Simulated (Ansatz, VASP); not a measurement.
## One calculation of BN, two programs

File INCAR:

```
SYSTEM = BN
ALGO = Normal ; EDIFF = 1E-6
ENCUT = 520 ; GGA = PS
ISIF = 2 ; ISMEAR = -1
LASPH = .TRUE. ; LCHARG = .TRUE.
LELF = .TRUE. ; LREAL = .FALSE.
LVHAR = .TRUE. ; LWAVE = .FALSE.
NBANDS = 11 ; NELM = 80
PREC = Accurate ; SIGMA = 0.03
```

Contents of KPOINTS:

```
k-points
0
G
  13 13 13
  0 0 0
```

The input POSCAR:

```
BN
1.0
    0.0000000000      1.7894250000      1.8075000000
    1.7894250000      0.0000000000      1.8075000000
    1.7894250000      1.7894250000      0.0000000000
B N
1 1
Direct
    0.0000000000      0.0000000000      0.0000000000
    0.7500000000      0.7500000000      0.7500000000
```

Input for Ansatz:

```yaml
crystal:
  lattice:
    - [0.0, 1.789425, 1.8075]
    - [1.789425, 0.0, 1.8075]
    - [1.789425, 1.789425, 0.0]
  atoms:
    - { symbol: B, position: [0.0, 0.0, 0.0] }
    - { symbol: "N", position: [0.75, 0.75, 0.75] }
kpoints:
  mp_grid: { grid: [13, 13, 13] }
  band_path:
    path:
      - [0.0, 0.0, 0.0]
      - [0.5, 0.0, 0.5]
      - [0.75, 0.25, 0.5]
      - [0.5, 0.5, 0.5]
      - [0.0, 0.0, 0.0]
      - [0.5, 0.5, 0.0]
      - [0.6274875, 0.6274875, 0.254975]
      - [0.3725125, 0.3725125, 0.745025]
      - [0.0, 0.0, 0.0]
    npoints: 5
scf:
  occupations: { method: fermi_dirac, width: 0.03 }
hamiltonian:
  xc: pbesol
  pseudopotentials: { kind: all_electron, lapw: { basis_error: 0.001 } }
output:
  forces: true
  stress: true
  eigenvalues: true
```

Change from the starting cell: equal xx and yy strain of -1 %.

Alike in both runs: task single point; functional PBEsol; k mesh 13 × 13 × 13; occupations fermi-dirac, width 0.03 eV; no spin polarisation.

```csv
,VASP,Ansatz
version,VASP 6.6.1,Ansatz 0.2.0
potentials or method,"VASP PAW PBE potentials, release 64 (B, N), cutoff 520 eV","all-electron LAPW, scalar-relativistic"
```

|  | VASP | Ansatz | Ansatz less VASP |
| --- | --- | --- | --- |
| gap on the k mesh at the Fermi level (eV) | 4.28 | 4.29 | +0.009 |
| pressure (GPa) | 5.5 | 4.9 | -0.65 |
| traceless stress, the component that is largest in VASP (GPa) | -4.20 | -4.20 | -0.008 |

VASP's potentials were made for PBE, not for PBEsol. Ansatz ran all-electron here, and VASP with PAW potentials.
